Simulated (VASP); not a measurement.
# ZnCu (Pm-3m) in VASP: notebook

Runs on ZnCu. Level: PBE. Tasks: single point.

All numbers are computed with VASP 6.6.1; they aren't measurements. Logs are shortened: lines on timing, memory, paths and dates and some standing lists are left out, and cuts for length are marked.

### 1 The cell of the first run

Symmetry: Pm-3m, No. 221, cubic system. Conventional cell: a = 2.945 Å, b = 2.945 Å, c = 2.945 Å, α = 90.00°, β = 90.00°, γ = 90.00°. Within 3.4 Å of Zn (site symmetry m-3m) lie 8 Cu at 2.55 Å and 6 Zn at 2.94 Å. Cu (site symmetry m-3m) has 8 Zn at 2.55 Å and 6 Cu at 2.94 Å within 3.4 Å.

### 2 Single point, PBE

INCAR reads:

```
ALGO = Normal
EDIFF = 1E-6
ENCUT = 520
GGA = PE
ISIF = 2
ISMEAR = 0
LASPH = True
LCHARG = True
LELF = True
LREAL = False
LVHAR = True
LWAVE = False
NBANDS = 18
NELM = 80
PREC = Accurate
SIGMA = 0.1
```

KPOINTS reads:

```
k-points
0
Gamma
  3 3 3
```

POSCAR reads:

```
ZnCu
1.0
    2.9450000000      0.0000000000      0.0000000000
    0.0000000000      2.9450000000      0.0000000000
    0.0000000000      0.0000000000      2.9450000000
Zn Cu
1 1
Direct
    0.5000000000      0.5000000000      0.5000000000
    0.0000000000      0.0000000000      0.0000000000
```

Potentials or basis: VASP PAW PBE potentials, release 64 (Zn, Cu).

Started as:

```bash
$ cat potpaw_PBE.64/Zn/POTCAR potpaw_PBE.64/Cu/POTCAR > POTCAR
$ mpirun -np 1 vasp_std > vasp.out
```

OUTCAR:

```text
EDIFF = 1E-6
   ENCUT = 520
   GGA = PE
   ISIF = 2
   ISMEAR = 0
   LASPH = True
   LREAL = False
   NELM = 80
   PREC = Accurate

 ion  position               nearest neighbor table
   1  0.500  0.500  0.500-   2 2.55   2 2.55   2 2.55   2 2.55   2 2.55   2 2.55   2 2.55   2 2.55

   2  0.000  0.000  0.000-   1 2.55   1 2.55   1 2.55   1 2.55   1 2.55   1 2.55   1 2.55   1 2.55

  LATTYP: Found a simple cubic cell.
 ALAT       =     2.9450000000

  Lattice vectors:

 A1 = (   2.9450000000,   0.0000000000,   0.0000000000)
 A2 = (   0.0000000000,   2.9450000000,   0.0000000000)
 A3 = (   0.0000000000,   0.0000000000,   2.9450000000)

Analysis of symmetry for initial positions (statically):
=====================================================================
 Subroutine PRICEL returns:
 Original cell was already a primitive cell.

 Routine SETGRP: Setting up the symmetry group for a
 simple cubic supercell.

 Subroutine GETGRP returns: Found 48 space group operations
[... 9 lines left out ...]

 Routine SETGRP: Setting up the symmetry group for a
 simple cubic supercell.

 Subroutine GETGRP returns: Found 48 space group operations
[... 11 lines left out ...]
                                     Primitive cell

  volume of cell :      25.5421

  direct lattice vectors                    reciprocal lattice vectors
     2.945000000  0.000000000  0.000000000     0.339558574  0.000000000  0.000000000
     0.000000000  2.945000000  0.000000000     0.000000000  0.339558574  0.000000000
     0.000000000  0.000000000  2.945000000     0.000000000  0.000000000  0.339558574

  length of vectors
     2.945000000  2.945000000  2.945000000     0.339558574  0.339558574  0.339558574

  position of ions in fractional coordinates (direct lattice)
     0.500000000  0.500000000  0.500000000
     0.000000000  0.000000000  0.000000000

  ion indices of the primitive-cell ions
   primitive index   ion index
                 1           1
                 2           2

----------------------------------------------------------------------------------------

 KPOINTS: k-points

Automatic generation of k-mesh.
 Grid dimensions read from file:
 generate k-points for:    3    3    3

 Generating k-lattice:

  Cartesian coordinates                     Fractional coordinates (reciprocal lattice)
     0.113186191  0.000000000  0.000000000     0.333333333  0.000000000  0.000000000
     0.000000000  0.113186191  0.000000000     0.000000000  0.333333333  0.000000000
     0.000000000  0.000000000  0.113186191     0.000000000  0.000000000  0.333333333

  Length of vectors
     0.113186191  0.113186191  0.113186191

  Shift w.r.t. Gamma in fractional coordinates (k-lattice)
     0.000000000  0.000000000  0.000000000

 Subroutine IBZKPT returns following result:
 ===========================================

 Found      4 irreducible k-points:

 Following reciprocal coordinates:
            Coordinates               Weight
  0.000000  0.000000  0.000000      1.000000
  0.333333  0.000000  0.000000      6.000000
  0.333333  0.333333  0.000000     12.000000
  0.333333  0.333333  0.333333      8.000000
   k-points           NKPTS =      4   k-points in BZ     NKDIM =      4   number of bands    NBANDS=     18
   number of dos      NEDOS =    301   number of ions     NIONS =      2
   total plane-waves  NPLWV =  13824
   dimension x,y,z NGX =    24 NGY =   24 NGZ =   24
   dimension x,y,z NGXF=    48 NGYF=   48 NGZF=   48
   ions per type =               1   1
   NGX,Y,Z   is equivalent  to a cutoff of  13.55, 13.55, 13.55 a.u.
   NGXF,Y,Z  is equivalent  to a cutoff of  27.10, 27.10, 27.10 a.u.
 SYSTEM =  unknown system
   PREC   = accura    normal or accurate (medium, high low for compatibility)
   ISTART =      0    job   : 0-new  1-cont  2-samecut
   ICHARG =      2    charge: 1-file 2-atom 10-const
   ISPIN  =      1    spin polarized calculation?
   LNONCOLLINEAR =      F non collinear calculations
   LSORBIT =      F    spin-orbit coupling
   LASPH  =      T    aspherical Exc in radial PAW
   ENCUT  =  520.0 eV  38.22 Ry    6.18 a.u.   5.48  5.48  5.48*2*pi/ulx,y,z
   NELM   =     80;   NELMIN=  2; NELMDL= -5     # of ELM steps
   EDIFF  = 0.1E-05   stopping-criterion for ELM
   LREAL  =      F    real-space projection
   EDIFFG = 0.1E-04   stopping-criterion for IOM
   NSW    =      0    number of steps for IOM
   IBRION =     -1    ionic relax: 0-MD 1-quasi-New 2-CG
   NFREE  =      0    steps in history (QN), initial steepest desc. (CG)
   ISIF   =      2    stress and relaxation
   ISYM   =      2    0-nonsym 1-usesym 2-fastsym
   POTIM  = 0.5000    time-step for ionic-motion
   TEBEG  =    0.0;   TEEND  =   0.0 temperature during run
   PSTRESS=    0.0 pullay stress
   NELECT =      23.0000    total number of electrons
   NUPDOWN=      -1.0000    fix difference up-down
   EMIN   =  10.00;   EMAX   =-10.00  energy-range for DOS
   EFERMI =   0.00;   METHOD = LEGACY
   ISMEAR =     0;   SIGMA  =   0.10  broadening in eV -4-tet -1-fermi 0-gaus
   EFERMI_NEDOS =   21; number of points for ismear=-14 and -15
   IALGO  =     38    algorithm
   IMIX   =      4    mixing-type and parameters
     AMIX     =   0.40;   BMIX     =  1.00
     AMIX_MAG =   1.60;   BMIX_MAG =  1.00
  volume/ion in A,a.u.               =      12.77        86.18
  Fermi-wavevector in a.u.,A,eV,Ry     =   1.580880  2.987429 34.003415  2.499180
  Thomas-Fermi vector in A             =   2.681040
   LORBIT       =      0    0 simple, 1 ext, 2 COOP (PROOUT), +10 PAW based schemes
   GGA     = PE    functional components
   LHFCALC =     F    Hartree Fock is set to
   AEXX    =    0.0000 exact exchange contribution
   IVDW    =     0    specifies the selected vdW correction
   LEPSILON=     F    determine dielectric tensor
   LRPA    =     F    only Hartree local field effects (RPA)
 non-spin polarized calculation
 Gauss-broadening in eV      SIGMA  =   0.10
  energy-cutoff  :      520.00
  volume of cell :       25.54
 maximum number of plane-waves:       700
 NGX is ok and might be reduce to    24
   NGX = 11   NGY = 11   NGZ = 11

 number of electron      23.0000000 magnetization

 Free energy of the ion-electron system (eV)
  ---------------------------------------------------
  ext. energy  EPLUGINS =         0.00000000
  ---------------------------------------------------
  free energy    TOTEN  =        -4.64948124 eV

  energy without entropy =       -4.62564733  energy(sigma->0) =       -4.63756429

 E-fermi :   5.5427     XC(G=0): -12.4062

 val. band max:        5.5201278698   @ k =   0.3333   0.3333   0.0000
 cond. band min:       7.8193046064   @ k =   0.3333   0.3333   0.0000
 fundamental gap:      2.2991767366
 Fermi energy:         5.5426590753

 k-point     1 :       0.0000    0.0000    0.0000
  band No.  band energies     occupation
      1      -4.7984      2.00000
      2      -2.3078      2.00000
      3      -2.3078      2.00000
      4      -1.6136      2.00000
      5      -1.6136      2.00000
      6      -1.6136      2.00000
[... 10 lines left out ...]
     17      17.8164      0.00000
     18      28.9805      0.00000

 k-point     2 :       0.3333    0.0000    0.0000
  band No.  band energies     occupation
      1      -2.9882      2.00000
      2      -2.1393      2.00000
      3      -1.8468      2.00000
      4      -1.7355      2.00000
      5      -1.7355      2.00000
      6      -1.5504      2.00000
[... 10 lines left out ...]
     17      21.3274      0.00000
     18      21.3274      0.00000

 k-point     3 :       0.3333    0.3333    0.0000
  band No.  band energies     occupation
      1      -2.3978      2.00000
      2      -2.1722      2.00000
      3      -1.8078      2.00000
      4      -1.7519      2.00000
      5      -1.6390      2.00000
      6      -0.5567      2.00000
[... 10 lines left out ...]
     17      21.8507      0.00000
     18      22.2217      0.00000

 k-point     4 :       0.3333    0.3333    0.3333
  band No.  band energies     occupation
      1      -2.2028      2.00000
      2      -2.0380      2.00000
      3      -2.0380      2.00000
      4      -1.6014      2.00000
      5      -1.6014      2.00000
      6       0.2424      2.00000
[... 10 lines left out ...]
     17      14.3965      0.00000
     18      19.8722      0.00000

------------------------ aborting loop because EDIFF is reached ----------------------------------------

  FORCE on cell =-STRESS in cart. coord.  units (eV):
  Direction    XX          YY          ZZ          XY          YZ          ZX
  --------------------------------------------------------------------------------------
  -------------------------------------------------------------------------------------
  Total        0.5287426      0.5287426      0.5287426     -0.0000000     -0.0000000      0.0000000
  in kB       33.1664494     33.1664494     33.1664494     -0.0000000     -0.0000000      0.0000000
  external PRESSURE =      33.1664494 kB  Pullay stress =       0.0000000 kB

 VOLUME and BASIS-vectors are now :
 -----------------------------------------------------------------------------
  energy-cutoff  :      520.00
  volume of cell :       25.54
      direct lattice vectors                 reciprocal lattice vectors
     2.945000000  0.000000000  0.000000000     0.339558574  0.000000000  0.000000000
     0.000000000  2.945000000  0.000000000     0.000000000  0.339558574  0.000000000
     0.000000000  0.000000000  2.945000000     0.000000000  0.000000000  0.339558574

 POSITION                                       TOTAL-FORCE (eV/Angst)
 -----------------------------------------------------------------------------------
      1.47250      1.47250      1.47250         0.000000      0.000000      0.000000
      0.00000      0.00000      0.00000         0.000000      0.000000      0.000000
 -----------------------------------------------------------------------------------
    total drift:                                0.000000      0.000000     -0.000000

  FREE ENERGIE OF THE ION-ELECTRON SYSTEM (eV)
  ---------------------------------------------------
  free  energy   TOTEN  =        -4.6494812439 eV

  energy  without entropy=       -4.6256473304  energy(sigma->0) =       -4.63756429
```

Run time: 3.3 s. Hardware: 1 thread of Intel Xeon 6975P-C (Granite Rapids), shared host; peak memory 0.13 GiB.

Results:

- Free energy: -4.6495 eV
- Pressure: 3.3 GPa

Caveat: the k points lie up to 0.71 Å⁻¹ apart.

### 3 Single point, PBE

INCAR reads:

```
SYSTEM = ZnCu
PREC = Accurate
ENCUT = 520
EDIFF = 1E-7
ISMEAR = 0
SIGMA = 0.1
LREAL = .False.
LASPH = .True.
NELM = 60
ALGO = Normal
ISIF = 2
LWAVE = .False.
LCHARG = .True.
GGA = PE
LELF = .True.
LVHAR = .True.
NBANDS = 18
```

KPOINTS reads:

```
regular mesh
0
Gamma
  4 4 4
  0 0 0
```

POSCAR is that of step 2.

Potentials or basis: VASP PAW PBE potentials, release 64 (Zn, Cu).

Started as:

```bash
$ cat potpaw_PBE.64/Zn/POTCAR potpaw_PBE.64/Cu/POTCAR > POTCAR
$ mpirun -np 1 vasp_std > vasp.out
```

It took 4.6 s on 1 thread of Intel Xeon 6975P-C (Granite Rapids), shared host; peak memory 0.13 GiB.

Results (log left out):

```
Free energy : -5.0597 eV
Pressure    : 1.9 GPa
```

Levels at points of the mesh, in eV from the Fermi level:
```tsv
k point	band 9	band 10	band 11	band 12	band 13	band 14
(0.00, 0.00, 0.00)	-3.14	-3.14	-3.14	5.80	5.80	5.80
(0.50, 0.00, 0.00)	-3.68	-3.68	-3.21	-2.42	11.28	11.28
(0.50, 0.50, 0.00)	-3.29	-2.90	-2.32	-2.32	1.33	1.68
(0.50, 0.50, 0.50)	-2.88	-2.88	3.41	3.91	3.91	3.91
```

Caveat: the k points lie up to 0.53 Å⁻¹ apart.
